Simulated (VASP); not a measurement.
# ZnF2 (P4_2/mnm) in VASP: single point with PBE

Aim: the single point of ZnF2 with PBE.

Everything below comes from runs of VASP 6.6.1. Logs are shortened: lines on timing, memory, paths and dates and some standing lists are left out, and cuts for length are marked.

## Step 1: The cell of the first run

It takes space group P4_2/mnm (No. 136, tetragonal). Conventional cell: a = 4.705 Å, b = 4.705 Å, c = 3.134 Å, α = 90.00°, β = 90.00°, γ = 90.00°. Within 2.7 Å of Zn (site symmetry mmm) lie 6 F at 2.01 to 2.05 Å. Within 2.7 Å of F (site symmetry m2m) lie 3 Zn at 2.01 to 2.05 Å and 1 F at 2.63 Å.

## Step 2: Single point, PBE

File INCAR:

```
PREC = Accurate
ENCUT = 600
EDIFF = 1E-6
ISMEAR = 0
SIGMA = 0.01
LREAL = False
LASPH = True
NELM = 120
ALGO = Normal
ISIF = 2
LWAVE = False
LCHARG = True
GGA = PE
LELF = True
LVHAR = True
NBANDS = 35
GGA_COMPAT = False
```

File KPOINTS:

```
Automatic mesh
0
Gamma
  4 4 6
```

File POSCAR:

```
ZnF2
1.0
    4.7048000000      0.0000000000      0.0000000000
    0.0000000000      4.7048000000      0.0000000000
    0.0000000000      0.0000000000      3.1338000000
Zn F
2 4
Direct
    0.0000000000      0.0000000000      0.0000000000
    0.5000000000      0.5000000000      0.5000000000
    0.3024000000      0.3024000000      0.0000000000
    0.1976000000      0.8024000000      0.5000000000
    0.6976000000      0.6976000000      0.0000000000
    0.8024000000      0.1976000000      0.5000000000
```

Potentials or basis: VASP PAW PBE potentials, release 64 (Zn, F).

Launch:

```console
$ cat potpaw_PBE.64/Zn/POTCAR potpaw_PBE.64/F/POTCAR > POTCAR
$ mpirun -np 1 vasp_std > vasp.out
```

OUTCAR:

```text
PREC = Accurate
   ENCUT = 600
   EDIFF = 1E-6
   ISMEAR = 0
   LREAL = False
   LASPH = True
   NELM = 120
   ISIF = 2
   GGA = PE

 ion  position               nearest neighbor table
   1  0.000  0.000  0.000-   3 2.01   5 2.01   4 2.05   6 2.05   4 2.05   6 2.05
   2  0.500  0.500  0.500-   4 2.01   6 2.01   5 2.05   3 2.05   3 2.05   5 2.05
   3  0.302  0.302  0.000-   1 2.01   2 2.05   2 2.05
   4  0.198  0.802  0.500-   2 2.01   1 2.05   1 2.05
   5  0.698  0.698  0.000-   1 2.01   2 2.05   2 2.05
   6  0.802  0.198  0.500-   2 2.01   1 2.05   1 2.05

  LATTYP: Found a simple tetragonal cell.
 ALAT       =     4.7048000000
 C/A-ratio  =     0.6660856997

  Lattice vectors:

 A1 = (   4.7048000000,   0.0000000000,   0.0000000000)
 A2 = (   0.0000000000,   4.7048000000,   0.0000000000)
 A3 = (   0.0000000000,   0.0000000000,   3.1338000000)

Analysis of symmetry for initial positions (statically):
=====================================================================
 Subroutine PRICEL returns:
 Original cell was already a primitive cell.

 Routine SETGRP: Setting up the symmetry group for a
 simple tetragonal supercell.

 Subroutine GETGRP returns: Found 16 space group operations
 (whereof  8 operations were pure point group operations)
 out of a pool of 16 trial point group operations.

The static configuration has the point symmetry D_2h.
 The point group associated with its full space group is D_4h.

Analysis of symmetry for dynamics (positions and initial velocities):
=====================================================================
 Subroutine PRICEL returns:
 Original cell was already a primitive cell.

 Routine SETGRP: Setting up the symmetry group for a
 simple tetragonal supercell.

 Subroutine GETGRP returns: Found 16 space group operations
 (whereof  8 operations were pure point group operations)
 out of a pool of 16 trial point group operations.

The dynamic configuration has the point symmetry D_2h.
 The point group associated with its full space group is D_4h.

 Subroutine INISYM returns: Found 16 space group operations
 (whereof  8 operations are pure point group operations),
 and found     1 'primitive' translations

----------------------------------------------------------------------------------------
[... 99 lines left out ...]
   NELM   =    120;   NELMIN=  2; NELMDL= -5     # of ELM steps
   EDIFF  = 0.1E-05   stopping-criterion for ELM
   LREAL  =      F    real-space projection
   EDIFFG = 0.1E-04   stopping-criterion for IOM
   NSW    =      0    number of steps for IOM
   IBRION =     -1    ionic relax: 0-MD 1-quasi-New 2-CG
   NFREE  =      0    steps in history (QN), initial steepest desc. (CG)
   ISIF   =      2    stress and relaxation
   ISYM   =      2    0-nonsym 1-usesym 2-fastsym
   POTIM  = 0.5000    time-step for ionic-motion
   TEBEG  =    0.0;   TEEND  =   0.0 temperature during run
   PSTRESS=    0.0 pullay stress
   NELECT =      52.0000    total number of electrons
   NUPDOWN=      -1.0000    fix difference up-down
   EMIN   =  10.00;   EMAX   =-10.00  energy-range for DOS
   EFERMI =   0.00;   METHOD = LEGACY
   ISMEAR =     0;   SIGMA  =   0.01  broadening in eV -4-tet -1-fermi 0-gaus
   EFERMI_NEDOS =   21; number of points for ismear=-14 and -15
   IALGO  =     38    algorithm
   IMIX   =      4    mixing-type and parameters
     AMIX     =   0.40;   BMIX     =  1.00
     AMIX_MAG =   1.60;   BMIX_MAG =  1.00
  volume/ion in A,a.u.               =      11.56        78.02
  Fermi-wavevector in a.u.,A,eV,Ry     =   1.487161  2.810327 30.091308  2.211649
  Thomas-Fermi vector in A             =   2.600357
   LORBIT       =      0    0 simple, 1 ext, 2 COOP (PROOUT), +10 PAW based schemes
   GGA     = PE    functional components
   LHFCALC =     F    Hartree Fock is set to
   AEXX    =    0.0000 exact exchange contribution
   IVDW    =     0    specifies the selected vdW correction
   LEPSILON=     F    determine dielectric tensor
   LRPA    =     F    only Hartree local field effects (RPA)
 non-spin polarized calculation
 Gauss-broadening in eV      SIGMA  =   0.01
  energy-cutoff  :      600.00
  volume of cell :       69.37
 maximum number of plane-waves:      2340
 NGX is ok and might be reduce to    40
   NGX = 19   NGY = 19   NGZ = 13

 number of electron      52.0000018 magnetization

 Free energy of the ion-electron system (eV)
  ---------------------------------------------------
  ext. energy  EPLUGINS =         0.00000000
  ---------------------------------------------------
  free energy    TOTEN  =       -23.16569436 eV

  energy without entropy =      -23.16569436  energy(sigma->0) =      -23.16569436

 E-fermi :  -1.0385     XC(G=0): -10.2771

 val. band max:       -1.1054287831   @ k =   0.0000   0.0000   0.0000
 cond. band min:       2.3709204186   @ k =   0.0000   0.0000   0.0000
 fundamental gap:      3.4763492017
 Fermi energy:        -1.0384868697

 k-point     1 :       0.0000    0.0000    0.0000
  band No.  band energies     occupation
      1     -23.0150      2.00000
      2     -22.2456      2.00000
      3     -22.2456      2.00000
      4     -22.2008      2.00000
      5      -7.3790      2.00000
      6      -6.4857      2.00000
[... 901 lines left out ...]
     34      11.5605      0.00000
     35      16.0023      0.00000

------------------------ aborting loop because EDIFF is reached ----------------------------------------

  FORCE on cell =-STRESS in cart. coord.  units (eV):
  Direction    XX          YY          ZZ          XY          YZ          ZX
  --------------------------------------------------------------------------------------
  -------------------------------------------------------------------------------------
  Total        2.7083478      2.7083478      3.0480004      0.0000000      0.0000000      0.0000000
  in kB       62.5549112     62.5549112     70.3998915      0.0000000      0.0000000      0.0000000
  external PRESSURE =      65.1699046 kB  Pullay stress =       0.0000000 kB

 VOLUME and BASIS-vectors are now :
 -----------------------------------------------------------------------------
  energy-cutoff  :      600.00
  volume of cell :       69.37
      direct lattice vectors                 reciprocal lattice vectors
     4.704800000  0.000000000  0.000000000     0.212548886  0.000000000  0.000000000
     0.000000000  4.704800000  0.000000000     0.000000000  0.212548886  0.000000000
     0.000000000  0.000000000  3.133800000     0.000000000  0.000000000  0.319101410

 POSITION                                       TOTAL-FORCE (eV/Angst)
 -----------------------------------------------------------------------------------
      0.00000      0.00000      0.00000         0.000000      0.000000     -0.000000
      2.35240      2.35240      1.56690         0.000000      0.000000     -0.000000
      1.42273      1.42273      0.00000         0.008684      0.008684      0.000000
      0.92967      3.77513      1.56690        -0.008684      0.008684      0.000000
      3.28207      3.28207      0.00000        -0.008684     -0.008684     -0.000000
      3.77513      0.92967      1.56690         0.008684     -0.008684     -0.000000
 -----------------------------------------------------------------------------------
    total drift:                               -0.000000      0.000000     -0.000000

  FREE ENERGIE OF THE ION-ELECTRON SYSTEM (eV)
  ---------------------------------------------------
  free  energy   TOTEN  =       -23.1656943614 eV

  energy  without entropy=      -23.1656943614  energy(sigma->0) =      -23.16569436
```

OSZICAR:

```text
N       E                     dE             d eps       ncg     rms          rms(c)
DAV:   1     0.644764779988E+03    0.64476E+03   -0.29118E+04  1696   0.224E+03
DAV:   2     0.535289812178E+02   -0.59124E+03   -0.55533E+03  1790   0.532E+02
DAV:   3    -0.238016583831E+02   -0.77331E+02   -0.76457E+02  1854   0.193E+02
DAV:   4    -0.259090472138E+02   -0.21074E+01   -0.21012E+01  1969   0.330E+01
DAV:   5    -0.259234625902E+02   -0.14415E-01   -0.14413E-01  1897   0.286E+00    0.142E+01
DAV:   6    -0.230969651168E+02    0.28265E+01   -0.59795E+00  2434   0.417E+01    0.852E+00
DAV:   7    -0.231964528895E+02   -0.99488E-01   -0.19923E+00  1755   0.951E+00    0.520E+00
DAV:   8    -0.232072154229E+02   -0.10763E-01   -0.41281E-01  2520   0.125E+01    0.152E+00
DAV:   9    -0.231636272596E+02    0.43588E-01   -0.16197E-01  2559   0.134E+01    0.359E-01
DAV:  10    -0.231658541668E+02   -0.22269E-02   -0.27903E-02  1983   0.170E+00    0.191E-01
DAV:  11    -0.231656361596E+02    0.21801E-03   -0.19803E-03  2457   0.521E-01    0.516E-02
DAV:  12    -0.231656894595E+02   -0.53300E-04   -0.22340E-04  2009   0.403E-01    0.246E-02
DAV:  13    -0.231656941975E+02   -0.47380E-05   -0.17053E-04  1850   0.980E-02    0.790E-03
DAV:  14    -0.231656943614E+02   -0.16390E-06   -0.59712E-06  1899   0.406E-02
   1 F= -.23165694E+02 E0= -.23165694E+02  d E =-.202985E-23
```

Wall time 55 s (1 thread of AMD EPYC 7R13 (Zen 3), shared host); peak memory 0.19 GiB.

What came out:

```
Free energy            : -23.1657 eV
Pressure               : 6.5 GPa
Largest force          : 0.012 eV/Å
Band gap on the k mesh : 3.48 eV
```

Forces in eV/Å, atoms in the order of the input:
```
Zn   0.000  0.000  0.000
Zn   0.000  0.000  0.000
F    0.009  0.009  0.000
F   -0.009  0.009  0.000
F   -0.009 -0.009  0.000
F    0.009 -0.009  0.000
```

Levels at points of the mesh, in eV from the valence-band top:
| k point | band 22 | band 23 | band 24 | band 25 | band 26 | band 27 | band 28 | band 29 | band 30 | band 31 |
| --- | --- | --- | --- | --- | --- | --- | --- | --- | --- | --- |
| (0.00, 0.00, 0.00) | -1.57 | -1.21 | -0.38 | -0.38 | 0.00 | 3.48 | 9.35 | 9.64 | 9.64 | 13.49 |
| (0.50, 0.00, 0.00) | -1.63 | -0.66 | -0.66 | -0.47 | -0.47 | 6.09 | 6.09 | 10.57 | 10.57 | 12.99 |
| (0.50, 0.50, 0.00) | -1.59 | -1.28 | -1.28 | -0.40 | -0.40 | 7.03 | 7.03 | 9.19 | 9.19 | 14.54 |
| (0.00, 0.00, 0.50) | -1.40 | -1.30 | -1.30 | -1.28 | -1.28 | 8.24 | 8.24 | 11.89 | 11.89 | 13.16 |
| (0.50, 0.00, 0.50) | -1.82 | -1.35 | -1.35 | -0.08 | -0.08 | 8.76 | 8.76 | 10.33 | 10.33 | 13.88 |
| (0.50, 0.50, 0.50) | -1.52 | -1.28 | -1.28 | -0.80 | -0.80 | 8.06 | 8.06 | 11.52 | 11.52 | 12.26 |

Caveat: the cell stands under pressure.
